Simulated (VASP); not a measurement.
# InP (F-43m) in VASP: notebook

InP is run at these levels: HSE06, r2SCAN0; tasks: relaxation of cell and atoms, single point.

All numbers are computed with VASP 6.6.1; they aren't measurements. Logs are shortened: lines on timing, memory, paths and dates and some standing lists are left out, and cuts for length are marked.

### Step 1. The cell of the first run

The structure is cubic, space group F-43m (No. 216). The conventional cell has a = 5.908 Å, b = 5.908 Å, c = 5.908 Å, α = 90.00°, β = 90.00°, γ = 90.00°. In (site symmetry -43m) has 4 P at 2.56 Å within 3.4 Å. Within 3.4 Å of P (site symmetry -43m) lie 4 In at 2.56 Å.

### Step 2. Relaxation of cell and atoms, HSE06

Input file POSCAR:

```
InP
1.0
    0.0000000000      2.9538132889      2.9538132889
    2.9538132889      0.0000000000      2.9538132889
    2.9538132889      2.9538132889      0.0000000000
In P
1 1
Direct
    0.0000000000      0.0000000000      0.0000000000
    0.2500000000      0.2500000000      0.2500000000
```

Input file INCAR.step1:

```
PREC     = Accurate       # precision mode
ENCUT    = 600            # plane-wave cutoff, eV
EDIFF    = 1E-5           # SCF threshold, eV
ISMEAR   = -1             # smearing method
SIGMA    = 0.02           # smearing width, eV
LREAL    = F              # projectors in reciprocal space
LASPH    = T              # aspherical terms in the spheres
NELM     = 80             # most SCF steps
ALGO     = Normal         # electronic algorithm
LWAVE    = T              # write WAVECAR
LCHARG   = F              # write CHGCAR
GGA      = PE             # functional
NBANDS   = 16             # bands
```

Input file INCAR.step2:

```
PREC     = Accurate       # precision mode
ENCUT    = 600            # plane-wave cutoff, eV
EDIFF    = 1E-6           # SCF threshold, eV
ISMEAR   = -1             # smearing method
SIGMA    = 0.02           # smearing width, eV
LREAL    = F              # projectors in reciprocal space
LASPH    = T              # aspherical terms in the spheres
NELM     = 80             # most SCF steps
ALGO     = Normal         # electronic algorithm
ISIF     = 3              # what is computed and relaxed
LWAVE    = F              # write WAVECAR
LCHARG   = F              # write CHGCAR
GGA      = PE             # functional
LHFCALC  = T              # exact exchange
HFSCREEN = 0.2079         # screening, 1/A
PRECFOCK = Normal       
IBRION   = 2              # ionic algorithm
NSW      = 80             # ionic steps
EDIFFG   = -0.005         # ionic threshold
ISTART   = 1
```

Input file KPOINTS:

```
regular mesh
0
Gamma
  4 4 4
```

Potentials or basis: VASP PAW PBE potentials, release 64 (In_d, P).

Run with:

```
$ cat potpaw_PBE.64/In_d/POTCAR potpaw_PBE.64/P/POTCAR > POTCAR
$ cp INCAR.step1 INCAR
$ mpirun -np 1 vasp_std > vasp.out
$ cp INCAR.step2 INCAR
$ mpirun -np 1 vasp_std > vasp.out
```

OUTCAR:

```text
PREC = Accurate
   ENCUT = 600
   EDIFF = 1E-6
   ISMEAR = -1
   LREAL = F
   LASPH = T
   NELM = 80
   ISIF = 3
   GGA = PE
   LHFCALC = T
   HFSCREEN = 0.2079
   PRECFOCK = Normal
   IBRION = 2
   NSW = 80
   EDIFFG = -0.005
   ISTART = 1

 ion  position               nearest neighbor table
   1  0.000  0.000  0.000-   2 2.56   2 2.56   2 2.56   2 2.56
   2  0.250  0.250  0.250-   1 2.56   1 2.56   1 2.56   1 2.56

  LATTYP: Found a face centered cubic cell.
 ALAT       =     5.9076265778

  Lattice vectors:

 A1 = (   0.0000000000,   2.9538132889,   2.9538132889)
 A2 = (   2.9538132889,   0.0000000000,   2.9538132889)
 A3 = (   2.9538132889,   2.9538132889,   0.0000000000)

Analysis of symmetry for initial positions (statically):
=====================================================================
 Subroutine PRICEL returns:
 Original cell was already a primitive cell.

 Routine SETGRP: Setting up the symmetry group for a
 face centered cubic supercell.

 Subroutine GETGRP returns: Found 24 space group operations
 (whereof 24 operations were pure point group operations)
 out of a pool of 48 trial point group operations.

The static configuration has the point symmetry T_d .

Analysis of symmetry for dynamics (positions and initial velocities):
=====================================================================
 Subroutine PRICEL returns:
 Original cell was already a primitive cell.

 Routine SETGRP: Setting up the symmetry group for a
 face centered cubic supercell.

 Subroutine GETGRP returns: Found 24 space group operations
 (whereof 24 operations were pure point group operations)
 out of a pool of 48 trial point group operations.

The dynamic configuration has the point symmetry T_d .

 Subroutine INISYM returns: Found 24 space group operations
 (whereof 24 operations are pure point group operations),
 and found     1 'primitive' translations

----------------------------------------------------------------------------------------

                                     Primitive cell

  volume of cell :      51.5441

  direct lattice vectors                    reciprocal lattice vectors
     0.000000000  2.953813289  2.953813289    -0.169272717  0.169272717  0.169272717
     2.953813289  0.000000000  2.953813289     0.169272717 -0.169272717  0.169272717
[... 68 lines left out ...]
   EDIFF  = 0.1E-05   stopping-criterion for ELM
   LREAL  =      F    real-space projection
   EDIFFG = -.5E-02   stopping-criterion for IOM
   NSW    =     80    number of steps for IOM
   IBRION =      2    ionic relax: 0-MD 1-quasi-New 2-CG
   NFREE  =      1    steps in history (QN), initial steepest desc. (CG)
   ISIF   =      3    stress and relaxation
   ISYM   =      3    0-nonsym 1-usesym 2-fastsym
   POTIM  = 0.5000    time-step for ionic-motion
   TEBEG  =    0.0;   TEEND  =   0.0 temperature during run
   PSTRESS=    0.0 pullay stress
   NELECT =      18.0000    total number of electrons
   NUPDOWN=      -1.0000    fix difference up-down
   EMIN   =  10.00;   EMAX   =-10.00  energy-range for DOS
   EFERMI =   0.00;   METHOD = LEGACY
   ISMEAR =    -1;   SIGMA  =   0.02  broadening in eV -4-tet -1-fermi 0-gaus
   EFERMI_NEDOS =   21; number of points for ismear=-14 and -15
   IALGO  =     38    algorithm
   IMIX   =      1    mixing-type and parameters
     AMIX     =   0.40;   BMIX     =  1.00
     AMIX_MAG =   1.60;   BMIX_MAG =  1.00
  volume/ion in A,a.u.               =      25.77       173.92
  Fermi-wavevector in a.u.,A,eV,Ry     =   1.152850  2.178570 18.082987  1.329062
  Thomas-Fermi vector in A             =   2.289498
   LORBIT       =      0    0 simple, 1 ext, 2 COOP (PROOUT), +10 PAW based schemes
   GGA     = PE    functional components
   LHFCALC =     T    Hartree Fock is set to
   PRECFOCK=normal    Normal, Fast or Accurate (Low or Medium for compatibility)
   ENCUT4O =  -1.0   cutoff for four orbital integrals eV
   NKREDX  =     1    reduce k-point grid by
   NKREDY  =     1    reduce k-point grid by
   NKREDZ  =     1    reduce k-point grid by
   AEXX    =    0.2500 exact exchange contribution
   HFSCREEN=    0.2079 screening length (either q_TF or 0.3 A-1)
   HFSCREENC=   0.2079 screening length for correlation (either q_TF or 0.3 A-1)
   ENCUTFOCK=  -1.0 apply spherical cutoff to Coloumb kernel
   IVDW    =     0    specifies the selected vdW correction
   LEPSILON=     F    determine dielectric tensor
   LRPA    =     F    only Hartree local field effects (RPA)
 conjugate gradient relaxation of ions
 non-spin polarized calculation
  energy-cutoff  :      600.00
  volume of cell :       51.54
 maximum number of plane-waves:      1759
 NGX is ok and might be reduce to    36
  NGX = 28; NGY = 28; NGZ = 28

--------------------------------------- Ionic step        1  -------------------------------------------

 number of electron      17.9999998 magnetization

 Free energy of the ion-electron system (eV)
  ---------------------------------------------------
  ext. energy  EPLUGINS =         0.00000000
  ---------------------------------------------------
  free energy    TOTEN  =        -9.90145276 eV

  energy without entropy =       -9.90145276  energy(sigma->0) =       -9.90145276

------------------------ aborting loop because EDIFF is reached ----------------------------------------

  FORCE on cell =-STRESS in cart. coord.  units (eV):
  Direction    XX          YY          ZZ          XY          YZ          ZX
  --------------------------------------------------------------------------------------
  -------------------------------------------------------------------------------------
  Total       -0.0491953     -0.0491953     -0.0491953     -0.0000000      0.0000000      0.0000000
  in kB       -1.5291688     -1.5291688     -1.5291688     -0.0000000      0.0000000      0.0000000
  external PRESSURE =      -1.5291688 kB  Pullay stress =       0.0000000 kB
[... 59 lines left out ...]
--------------------------------------- Ionic step        3  -------------------------------------------

 number of electron      17.9999998 magnetization

 Free energy of the ion-electron system (eV)
  ---------------------------------------------------
  ext. energy  EPLUGINS =         0.00000000
  ---------------------------------------------------
  free energy    TOTEN  =        -9.90147124 eV

  energy without entropy =       -9.90147124  energy(sigma->0) =       -9.90147124

 E-fermi :   5.0415     XC(G=0):  -7.6376

 val. band max:        4.5417054563   @ k =   0.0000   0.0000   0.0000
 cond. band min:       5.9367567881   @ k =   0.0000   0.0000   0.0000
 fundamental gap:      1.3950513318
 Fermi energy:         5.0414868909

 k-point     1 :       0.0000    0.0000    0.0000
  band No.  band energies     occupation
      1     -11.3257      2.00000
      2     -11.3257      2.00000
      3     -11.3257      2.00000
      4     -11.1762      2.00000
      5     -11.1762      2.00000
      6      -8.0194      2.00000
      7       4.5417      2.00000
      8       4.5417      2.00000
      9       4.5417      2.00000
     10       5.9368      0.00000
     11       9.4546      0.00000
     12       9.4546      0.00000
     13       9.4546      0.00000
[... 139 lines left out ...]
  FREE ENERGIE OF THE ION-ELECTRON SYSTEM (eV)
  ---------------------------------------------------
  free  energy   TOTEN  =        -9.9014712447 eV

  energy  without entropy=       -9.9014712447  energy(sigma->0) =       -9.90147124

 reached required accuracy - stopping structural energy minimisation
```

Run time: 42 min. Hardware: 1 thread of Intel Xeon 8259CL, shared host; peak memory 0.34 GiB.

What came out:

```yaml
Free_energy: -9.9015 eV
Relaxed_volume: 25.74 Å³/atom
Relaxed_cell: a = 4.176 Å, b = 4.176 Å, c = 4.176 Å, α = 60.00°, β = 60.00°, γ = 60.00°
Space_group_after_relaxing_to_0.1_Å: F-43m (No. 216)
Energy_gained_by_relaxing: 0.0 meV/atom
Ionic_steps: 3
Pressure_after_relaxing: 0.0 GPa
Band_gap_on_the_k_mesh: 1.40 eV
```

Final structure:
```
In P
1.0
     0.00000    2.95273    2.95273
     2.95273    0.00000    2.95273
     2.95273    2.95273    0.00000
In P
1 1
Direct
  0.00000 0.00000 0.00000
  0.25000 0.25000 0.25000
```

Caveat: the k points lie up to 0.46 Å⁻¹ apart in the final cell; the PAW data sets were made with another functional, which shifts forces and pressure a little; spin-orbit coupling is left out, which moves the levels of the heavy elements.

### Step 3. Single point, r2SCAN0

POSCAR is that of step 2.

Input file INCAR.step1:

```
PREC = Accurate
ENCUT = 520
EDIFF = 1E-5
ISMEAR = 0
SIGMA = 0.01
LREAL = F
LASPH = T
NELM = 100
ALGO = Normal
ISIF = 2
LWAVE = T
LCHARG = F
GGA = PE
NBANDS = 16
```

Input file INCAR.step2:

```
PREC = Accurate
ENCUT = 520
EDIFF = 1E-6
ISMEAR = 0
SIGMA = 0.01
LREAL = F
LASPH = T
NELM = 100
ALGO = Normal
ISIF = 2
LWAVE = F
LCHARG = F
METAGGA = R2SCAN
LHFCALC = T
AEXX = 0.25
LMIXTAU = T
PRECFOCK = Normal
ISTART = 1
NBANDS = 16
```

Input file KPOINTS:

```
Automatic mesh
0
Gamma
  6 6 6
```

Potentials or basis: VASP PAW PBE potentials, release 64 (In_d, P).

Run with:

```
$ cat potpaw_PBE.64/In_d/POTCAR potpaw_PBE.64/P/POTCAR > POTCAR
$ cp INCAR.step1 INCAR
$ mpirun -np 1 vasp_std > vasp.out
$ cp INCAR.step2 INCAR
$ mpirun -np 1 vasp_std > vasp.out
```

Run time: 1.6 h. Hardware: 1 thread of Oxide Virtual Turin-like, shared host; peak memory 0.18 GiB.

Results (log left out):

| Quantity | Value |
| --- | --- |
| Free energy | -28.8767 eV |
| Pressure | -1.6 GPa |
| Band gap on the k mesh | 2.25 eV |

Levels at points of the mesh, in eV from the valence-band top:
```csv
k point,band 5,band 6,band 7,band 8,band 9,band 10,band 11,band 12,band 13,band 14
"(0.00, 0.00, 0.00)",-16.09,-12.96,0.00,0.00,0.00,2.25,5.81,5.81,5.81,10.47
"(0.50, 0.00, 0.00)",-16.08,-11.11,-6.31,-1.07,-1.07,3.06,6.55,6.55,8.94,11.53
"(0.50, 0.50, 0.00)",-16.06,-10.41,-6.31,-2.56,-2.56,3.20,3.82,11.38,11.90,11.90
```

Caveat: the PAW data sets were made with another functional, which shifts forces and pressure a little; spin-orbit coupling is left out, which moves the levels of the heavy elements.
